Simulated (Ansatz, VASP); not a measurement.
# HgTe: VASP beside Ansatz

```
Hg Te
1.0
     0.00000    3.32021    3.22350
     3.32021    0.00000    3.22350
     3.32021    3.32021    0.00000
Hg Te
1 1
Direct
  0.00000 0.00000 0.00000
  0.75000 0.75000 0.75000
```

Change from the starting cell: strain +0.030 along x and y, +0.000 along z, atoms carried along.

Alike in both runs: task single point; functional PBE; k mesh 14 × 14 × 14; occupations gaussian, width 0.15 eV; no spin polarisation.

|  | VASP | Ansatz |
| --- | --- | --- |
| version | VASP 6.6.1 | Ansatz 0.2.0 |
| potentials or method | VASP PAW PBE potentials, release 64 (Hg, Te), cutoff 520 eV | scalar-relativistic, plane waves, PAW |
| valence electrons in the cell | 18 | 36 |

|  | VASP | Ansatz | Ansatz less VASP |
| --- | --- | --- | --- |
| gap on the k mesh at the Fermi level (eV) | none | none | - |
| pressure (GPa) | 1.3 | 1.3 | -0.05 |
| traceless stress, the component that is largest in VASP (GPa) | 0.26 | 0.26 | 0.000 |

A gap of «none» marks a metal or a gap that the smearing closes. VASP's potentials hold 18 valence electrons a cell and Ansatz's 36, so a difference there can come from the potentials and not from the codes.

Spin-orbit coupling is off throughout.
